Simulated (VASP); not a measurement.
# NiO2 (P-3m1) in VASP: further runs

NiO2 is run at these levels: LDA; tasks: single point.

Everything below comes from runs of VASP 6.6.1. Logs are shortened: lines on timing, memory, paths and dates and some standing lists are left out, and cuts for length are marked.

### 1 The cell of the first run

The structure is trigonal, space group P-3m1 (No. 164). Conventional cell: a = 2.724 Å, b = 2.724 Å, c = 4.327 Å, α = 90.00°, β = 90.00°, γ = 120.00°. Ni (site symmetry -3m) has 6 O at 1.81 Å within 2.4 Å. O (site symmetry 3m) has 3 Ni at 1.81 Å and 3 O at 2.38 Å within 2.4 Å.

### 2 Single point, LDA (c/a of the conventional cell at fixed volume 1.5884)

Contents of INCAR:

```
SYSTEM = NiO2
ALGO     = Normal         ! electronic algorithm
EDIFF    = 1E-7           ! SCF threshold, eV
ENCUT    = 520            ! plane-wave cutoff, eV
GGA      = CA             ! functional
ISIF     = 2              ! what is computed and relaxed
ISMEAR   = 0              ! smearing method
LASPH    = .True.         ! aspherical terms in the spheres
LCHARG   = .False.        ! write CHGCAR
LREAL    = .False.        ! projectors in reciprocal space
LWAVE    = .False.        ! write WAVECAR
NBANDS   = 18             ! bands
NELM     = 100            ! most SCF steps
PREC     = Accurate       ! precision mode
SIGMA    = 0.05           ! smearing width, eV
```

Contents of KPOINTS:

```
k-points
0
Gamma
  12 12 6
  0 0 0
```

Contents of POSCAR:

```
NiO2
1.0
    2.7239885620      0.0000000000      0.0000000000
   -1.3619942810      2.3590432943      0.0000000000
    0.0000000000      0.0000000000      4.3267834318
Ni O
1 2
Direct
    0.0000000000      0.0000000000      0.5000000000
    0.6666666667      0.3333333333      0.7067356968
    0.3333333333      0.6666666667      0.2932643032
```

Potentials or basis: VASP PAW LDA potentials, release 64 (Ni, O).

Started as:

```bash
$ cat potpaw_LDA.64/Ni/POTCAR potpaw_LDA.64/O/POTCAR > POTCAR
$ mpirun -np 1 vasp_std > vasp.out
```

OUTCAR:

```text
SYSTEM = NiO2
   EDIFF = 1E-7
   ENCUT = 520
   GGA = CA
   ISIF = 2
   ISMEAR = 0
   LASPH = .True.
   LREAL = .False.
   NELM = 100
   PREC = Accurate

 ion  position               nearest neighbor table
   1  0.000  0.000  0.500-   2 1.81   3 1.81   3 1.81   2 1.81   2 1.81   3 1.81
   2  0.667  0.333  0.707-   1 1.81   1 1.81   1 1.81
   3  0.333  0.667  0.293-   1 1.81   1 1.81   1 1.81

  LATTYP: Found a hexagonal cell.
 ALAT       =     2.7239885620
 C/A-ratio  =     1.5884000000

  Lattice vectors:

 A1 = (   2.7239885620,   0.0000000000,   0.0000000000)
 A2 = (  -1.3619942810,   2.3590432943,   0.0000000000)
 A3 = (   0.0000000000,   0.0000000000,   4.3267834318)

Analysis of symmetry for initial positions (statically):
=====================================================================
 Subroutine PRICEL returns:
 Original cell was already a primitive cell.

 Routine SETGRP: Setting up the symmetry group for a
 hexagonal supercell.

 Subroutine GETGRP returns: Found 12 space group operations
 (whereof 12 operations were pure point group operations)
 out of a pool of 24 trial point group operations.

The static configuration has the point symmetry D_3d.

Analysis of symmetry for dynamics (positions and initial velocities):
=====================================================================
 Subroutine PRICEL returns:
 Original cell was already a primitive cell.

 Routine SETGRP: Setting up the symmetry group for a
 hexagonal supercell.

 Subroutine GETGRP returns: Found 12 space group operations
 (whereof 12 operations were pure point group operations)
 out of a pool of 24 trial point group operations.

The dynamic configuration has the point symmetry D_3d.

 Subroutine INISYM returns: Found 12 space group operations
 (whereof 12 operations are pure point group operations),
 and found     1 'primitive' translations

----------------------------------------------------------------------------------------

                                     Primitive cell

  volume of cell :      27.8039

  direct lattice vectors                    reciprocal lattice vectors
     2.723988562  0.000000000  0.000000000     0.367108737  0.211950328  0.000000000
    -1.361994281  2.359043294  0.000000000     0.000000000  0.423900656  0.000000000
[... 77 lines left out ...]
 SYSTEM =  NiO2
   PREC   = accura    normal or accurate (medium, high low for compatibility)
   ISTART =      0    job   : 0-new  1-cont  2-samecut
   ICHARG =      2    charge: 1-file 2-atom 10-const
   ISPIN  =      1    spin polarized calculation?
   LNONCOLLINEAR =      F non collinear calculations
   LSORBIT =      F    spin-orbit coupling
   LASPH  =      T    aspherical Exc in radial PAW
   ENCUT  =  520.0 eV  38.22 Ry    6.18 a.u.   5.06  5.06  8.04*2*pi/ulx,y,z
   NELM   =    100;   NELMIN=  2; NELMDL= -5     # of ELM steps
   EDIFF  = 0.1E-06   stopping-criterion for ELM
   LREAL  =      F    real-space projection
   EDIFFG = 0.1E-05   stopping-criterion for IOM
   NSW    =      0    number of steps for IOM
   IBRION =     -1    ionic relax: 0-MD 1-quasi-New 2-CG
   NFREE  =      0    steps in history (QN), initial steepest desc. (CG)
   ISIF   =      2    stress and relaxation
   ISYM   =      2    0-nonsym 1-usesym 2-fastsym
   POTIM  = 0.5000    time-step for ionic-motion
   TEBEG  =    0.0;   TEEND  =   0.0 temperature during run
   PSTRESS=    0.0 pullay stress
   NELECT =      22.0000    total number of electrons
   NUPDOWN=      -1.0000    fix difference up-down
   EMIN   =  10.00;   EMAX   =-10.00  energy-range for DOS
   EFERMI =   0.00;   METHOD = LEGACY
   ISMEAR =     0;   SIGMA  =   0.05  broadening in eV -4-tet -1-fermi 0-gaus
   EFERMI_NEDOS =   21; number of points for ismear=-14 and -15
   IALGO  =     38    algorithm
   IMIX   =      4    mixing-type and parameters
     AMIX     =   0.40;   BMIX     =  1.00
     AMIX_MAG =   1.60;   BMIX_MAG =  1.00
  volume/ion in A,a.u.               =       9.27        62.54
  Fermi-wavevector in a.u.,A,eV,Ry     =   1.514190  2.861404 31.195034  2.292770
  Thomas-Fermi vector in A             =   2.623880
   LORBIT       =      0    0 simple, 1 ext, 2 COOP (PROOUT), +10 PAW based schemes
   GGA     = CA    functional components
   LHFCALC =     F    Hartree Fock is set to
   AEXX    =    0.0000 exact exchange contribution
   IVDW    =     0    specifies the selected vdW correction
   LEPSILON=     F    determine dielectric tensor
   LRPA    =     F    only Hartree local field effects (RPA)
 non-spin polarized calculation
 Gauss-broadening in eV      SIGMA  =   0.05
  energy-cutoff  :      520.00
  volume of cell :       27.80
 maximum number of plane-waves:       768
   NGX = 11   NGY = 11   NGZ = 17

 number of electron      21.9999989 magnetization

 Free energy of the ion-electron system (eV)
  ---------------------------------------------------
  ext. energy  EPLUGINS =         0.00000000
  ---------------------------------------------------
  free energy    TOTEN  =       -20.08816580 eV

  energy without entropy =      -20.08816580  energy(sigma->0) =      -20.08816580

 E-fermi :   4.3158     XC(G=0): -12.0953

 val. band max:        4.0115572693   @ k =   0.0833  -0.0000   0.5000
 cond. band min:       4.8867530510   @ k =   0.2500  -0.0000   0.3333
 fundamental gap:      0.8751957816
 Fermi energy:         4.3158427076

 k-point     1 :       0.0000    0.0000    0.0000
  band No.  band energies     occupation
      1     -16.4808      2.00000
      2     -13.2437      2.00000
      3      -2.7019      2.00000
      4      -2.5444      2.00000
      5      -2.5444      2.00000
      6       1.4129      2.00000
[... 481 lines left out ...]
      5      -1.9924      2.00000
      6       0.2239      2.00000
[... 10 lines left out ...]
     17      21.8837      0.00000
     18      24.7378      0.00000

 [... further k-points ...]
[... 5 lines left out ...]
  --------------------------------------------------------------------------------------
  -------------------------------------------------------------------------------------
  Total        2.7069536      2.7069536      1.7310614      0.0000000      0.0000000      0.0000000
  in kB      155.9857931    155.9857931     99.7508759      0.0000000      0.0000000      0.0000000
  external PRESSURE =     137.2408207 kB  Pullay stress =       0.0000000 kB

 VOLUME and BASIS-vectors are now :
 -----------------------------------------------------------------------------
  energy-cutoff  :      520.00
  volume of cell :       27.80
      direct lattice vectors                 reciprocal lattice vectors
     2.723988562  0.000000000  0.000000000     0.367108737  0.211950328  0.000000000
    -1.361994281  2.359043294  0.000000000     0.000000000  0.423900656  0.000000000
     0.000000000  0.000000000  4.326783432     0.000000000  0.000000000  0.231118570

 POSITION                                       TOTAL-FORCE (eV/Angst)
 -----------------------------------------------------------------------------------
      0.00000      0.00000      2.16339         0.000000      0.000000      0.000000
      1.36199      0.78635      3.05789         0.000000      0.000000      1.070017
     -0.00000      1.57270      1.26889        -0.000000      0.000000     -1.070017
 -----------------------------------------------------------------------------------
    total drift:                                0.000000     -0.000000     -0.000000

  FREE ENERGIE OF THE ION-ELECTRON SYSTEM (eV)
  ---------------------------------------------------
  free  energy   TOTEN  =       -20.0881658002 eV

  energy  without entropy=      -20.0881658002  energy(sigma->0) =      -20.08816580
```

Wall time 41 s (1 thread of Intel Xeon Platinum 8375C at 2.90GHz (Ice Lake), shared host); peak memory 0.16 GiB.

Results:

```yaml
Free_energy: -20.0882 eV
Pressure: 13.7 GPa
Largest_force: 1.070 eV/Å
Band_gap_on_the_k_mesh: 0.88 eV, indirect (least direct gap 1.19 eV)
```

Forces in eV/Å, atoms in the order of the input:
```
Ni   0.000  0.000  0.000
O    0.000  0.000  1.070
O    0.000  0.000 -1.070
```

Stress tensor (GPa, compression positive):
```
15.60  0.00  0.00
 0.00 15.60  0.00
 0.00  0.00  9.98
```

Caveat: forces of over 1 eV/Å act on the atoms, so gaps and moduli don't describe the material at rest.

### 3 Single point, LDA (c/a of the conventional cell at fixed volume 1.4565)

Contents of INCAR:

```
SYSTEM = NiO2
PREC = Accurate
ENCUT = 520
EDIFF = 1E-6
ISMEAR = 0
SIGMA = 0.05
LREAL = .False.
LASPH = .True.
NELM = 60
ALGO = Normal
ISIF = 2
LWAVE = .False.
LCHARG = .False.
NBANDS = 18
```

Contents of KPOINTS:

```
Automatic mesh
0
Gamma
  12 12 6
  0 0 0
```

Contents of POSCAR:

```
NiO2
1.0
    2.8038519370      0.0000000000      0.0000000000
   -1.4019259685      2.4282070059      0.0000000000
    0.0000000000      0.0000000000      4.0838103463
Ni O
1 2
Direct
    0.0000000000      0.0000000000      0.5000000000
    0.6666666667      0.3333333333      0.6829609091
    0.3333333333      0.6666666667      0.3170390909
```

Potentials or basis: VASP PAW LDA potentials, release 64 (Ni, O).

Started as:

```bash
$ cat potpaw_LDA.64/Ni/POTCAR potpaw_LDA.64/O/POTCAR > POTCAR
$ mpirun -np 1 vasp_std > vasp.out
```

Wall time 44 s (1 thread of Intel Xeon Platinum 8375C at 2.90GHz (Ice Lake), shared host); peak memory 0.16 GiB.

The run converged. Its results:

```yaml
Free_energy: -19.6377 eV
Pressure: 26.0 GPa
Largest_force: 3.368 eV/Å
Band_gap_on_the_k_mesh: 0.58 eV, indirect (least direct gap 1.12 eV)
```

Forces on the atoms (eV/Å):
```
Ni   0.000  0.000  0.000
O    0.000  0.000  3.368
O    0.000  0.000 -3.368
```

Stress tensor (GPa, compression positive):
```
25.08  0.00  0.00
 0.00 25.08  0.00
 0.00  0.00 27.78
```

Levels at points of the mesh, in eV from the valence-band top:
```tsv
k point	band 9	band 10	band 11	band 12	band 13	band 14
(0.00, 0.00, 0.00)	-1.88	-1.39	-0.31	2.27	2.27	7.67
(0.50, 0.00, 0.00)	-2.46	-2.37	-1.25	1.15	2.36	12.29
(0.00, 0.00, 0.50)	-1.93	-1.93	0.00	2.34	2.34	9.48
(0.50, 0.00, 0.50)	-2.41	-1.51	-1.36	1.13	2.24	10.73
```

Caveat: forces of over 1 eV/Å act on the atoms, so gaps and moduli don't describe the material at rest.

### 4 Single point, LDA (c/a of the conventional cell at fixed volume 1.7203)

Contents of INCAR:

```
ALGO = Normal ; EDIFF = 1E-6
ENCUT = 520 ; ISIF = 2
ISMEAR = 0 ; LASPH = T
LCHARG = F ; LREAL = F
LWAVE = F ; NBANDS = 18
NELM = 60 ; PREC = Accurate
SIGMA = 0.05
```

Contents of KPOINTS:

```
k-points
0
Gamma
  12 12 6
```

Contents of POSCAR:

```
NiO2
1.0
    2.6525108924      0.0000000000      0.0000000000
   -1.3262554462      2.2971418167      0.0000000000
    0.0000000000      0.0000000000      4.5631144882
Ni O
1 2
Direct
    0.0000000000      0.0000000000      0.5000000000
    0.6666666667      0.3333333333      0.6829609091
    0.3333333333      0.6666666667      0.3170390909
```

Started as:

```bash
$ cat potpaw_LDA.64/Ni/POTCAR potpaw_LDA.64/O/POTCAR > POTCAR
$ mpirun -np 1 vasp_std > vasp.out
```

It took 37 s on 1 thread of Intel Xeon Platinum 8375C at 2.90GHz (Ice Lake), shared host; peak memory 0.16 GiB.

Results (log left out):

```yaml
Free_energy: -19.4938 eV
Pressure: 46.5 GPa
Largest_force: 3.704 eV/Å
Band_gap_on_the_k_mesh: 1.13 eV, indirect (least direct gap 1.61 eV)
```

Forces on the atoms (eV/Å):
```
Ni   0.000  0.000  0.000
O    0.000  0.000  3.704
O    0.000  0.000 -3.704
```

Stress tensor (GPa, compression positive):
```
52.58  0.00  0.00
 0.00 52.58  0.00
 0.00  0.00 34.23
```

Levels at points of the mesh, in eV from the valence-band top:
| k point | band 9 | band 10 | band 11 | band 12 | band 13 | band 14 |
| --- | --- | --- | --- | --- | --- | --- |
| (0.00, 0.00, 0.00) | -1.66 | -1.60 | -0.40 | 2.73 | 2.73 | 8.21 |
| (0.50, 0.00, 0.00) | -2.54 | -2.31 | -1.32 | 1.81 | 2.62 | 13.09 |
| (0.00, 0.00, 0.50) | -1.68 | -1.68 | -0.01 | 2.75 | 2.75 | 9.79 |
| (0.50, 0.00, 0.50) | -2.33 | -2.13 | -1.44 | 1.83 | 2.56 | 11.78 |

Caveat: forces of over 1 eV/Å act on the atoms, so gaps and moduli don't describe the material at rest. A k mesh can miss the band edges.

### 5 Single point, LDA (c/a of the conventional cell at fixed volume 1.3245)

Contents of INCAR:

```
  PREC = Accurate
  ENCUT = 520
  EDIFF = 1E-6
  ISMEAR = 0
  SIGMA = 0.05
  LREAL = False
  LASPH = True
  NELM = 80
  ALGO = Normal
  ISIF = 2
  LWAVE = False
  LCHARG = False
  NBANDS = 18
```

Contents of KPOINTS:

```
regular mesh
0
Gamma
  12 12 6
```

Contents of POSCAR:

```
NiO2
1.0
    2.8940625823      0.0000000000      0.0000000000
   -1.4470312911      2.5063317164      0.0000000000
    0.0000000000      0.0000000000      3.8331858902
Ni O
1 2
Direct
    0.0000000000      0.0000000000      0.5000000000
    0.6666666667      0.3333333333      0.6829609091
    0.3333333333      0.6666666667      0.3170390909
```

Started as:

```bash
$ cat potpaw_LDA.64/Ni/POTCAR potpaw_LDA.64/O/POTCAR > POTCAR
$ mpirun -np 1 vasp_std > vasp.out
```

Run time: 39 s. Hardware: 1 thread of Intel Xeon Platinum 8375C at 2.90GHz (Ice Lake), shared host; peak memory 0.16 GiB.

The run converged. Its results:

* Free energy: -19.5508 eV
* Pressure: 14.5 GPa
* Largest force: 2.952 eV/Å
* Band gap on the k mesh: 0.39 eV, indirect (least direct gap 0.65 eV)

Forces on the atoms (eV/Å):
```
Ni   0.000  0.000  0.000
O    0.000  0.000  2.952
O    0.000  0.000 -2.952
```

Stress tensor (GPa, compression positive):
```
10.23  0.00  0.00
 0.00 10.23  0.00
 0.00  0.00 23.05
```

Levels at points of the mesh, in eV from the valence-band top:
| k point | band 8 | band 9 | band 10 | band 11 | band 12 | band 13 | band 14 | band 15 |
| --- | --- | --- | --- | --- | --- | --- | --- | --- |
| (0.00, 0.00, 0.00) | -1.86 | -1.86 | -1.25 | -0.24 | 2.02 | 2.02 | 7.37 | 11.02 |
| (0.50, 0.00, 0.00) | -2.52 | -2.39 | -2.11 | -1.17 | 0.88 | 2.28 | 11.69 | 12.35 |
| (0.00, 0.00, 0.50) | -2.61 | -1.95 | -1.95 | 0.00 | 2.12 | 2.12 | 9.31 | 11.02 |
| (0.50, 0.00, 0.50) | -2.55 | -2.23 | -1.23 | -1.09 | 0.83 | 2.10 | 10.11 | 12.87 |

Caveat: forces of over 1 eV/Å act on the atoms, so gaps and moduli don't describe the material at rest.

### 6 Overview

| cell | gap on the mesh (eV) | pressure (GPa) | largest force (eV/Å) |
| --- | --- | --- | --- |
| a = 2.724, b = 2.724, c = 4.327 Å, angles 90.0, 90.0, 120.0°, 3 atoms | 0.88 | 13.7 | 1.07 |
| a = 2.804, b = 2.804, c = 4.084 Å, angles 90.0, 90.0, 120.0°, 3 atoms | 0.58 | 26.0 | 3.37 |
| a = 2.653, b = 2.653, c = 4.563 Å, angles 90.0, 90.0, 120.0°, 3 atoms | 1.13 | 46.5 | 3.70 |
| a = 2.894, b = 2.894, c = 3.833 Å, angles 90.0, 90.0, 120.0°, 3 atoms | 0.39 | 14.5 | 2.95 |

Alike in all rows: task single point; level LDA; potentials or basis VASP PAW LDA potentials, release 64 (Ni, O); no spin polarisation; k mesh 12 × 12 × 6; cutoff (eV) 520; smearing gaussian 0.05 eV.

Caveats: forces of over 1 eV/Å act on the atoms, so gaps and moduli don't describe the material at rest.

Absolute energies hang on the potentials; compare differences alone.
